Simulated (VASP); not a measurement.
## Ti: single point with r2SCAN

Ti:

```
Ti
1.0
     2.93175    0.00000    0.00000
    -1.46587    2.53897    0.00000
     0.00000    0.00000    9.28252
Ti
4
Cartesian
  0.0000 0.0000 0.0000
  0.0000 1.6926 2.3206
  0.0000 0.0000 4.6413
  0.0000 1.6926 6.9619
```

```yaml
Program: VASP 6.6.1
Task: single point
Functional: r2SCAN
Potentials_or_basis: VASP PAW PBE potentials, release 64 (Ti_sv)
Cutoff: 440 eV
k_mesh: 18 × 18 × 9
Occupations: methfessel-paxton, width 0.1 eV
Spin: no spin polarisation
```

```
Pressure               : 0.1 GPa
Band gap on the k mesh : zero (bands 24 and 25 overlap by 1.24 eV)
```

Stress tensor (GPa, compression positive):
```
 0.24  0.00  0.00
 0.00  0.24  0.00
 0.00  0.00 -0.09
```

Levels at points of the mesh, in eV from the Fermi level:
| k point | band 21 | band 22 | band 23 | band 24 | band 25 | band 26 | band 27 | band 28 |
| --- | --- | --- | --- | --- | --- | --- | --- | --- |
| (0.00, 0.00, 0.00) | 0.05 | 0.05 | 0.57 | 0.77 | 0.77 | 0.77 | 0.77 | 0.86 |
| (0.50, 0.00, 0.00) | -1.97 | -0.89 | -0.89 | -0.85 | 0.60 | 0.69 | 1.24 | 1.24 |

Wall time 43 min on 1 thread of Intel Xeon 8259CL, on a shared host, peak memory 0.31 GiB.

Caveat: the PAW data sets were made with another functional, which shifts forces and pressure a little.
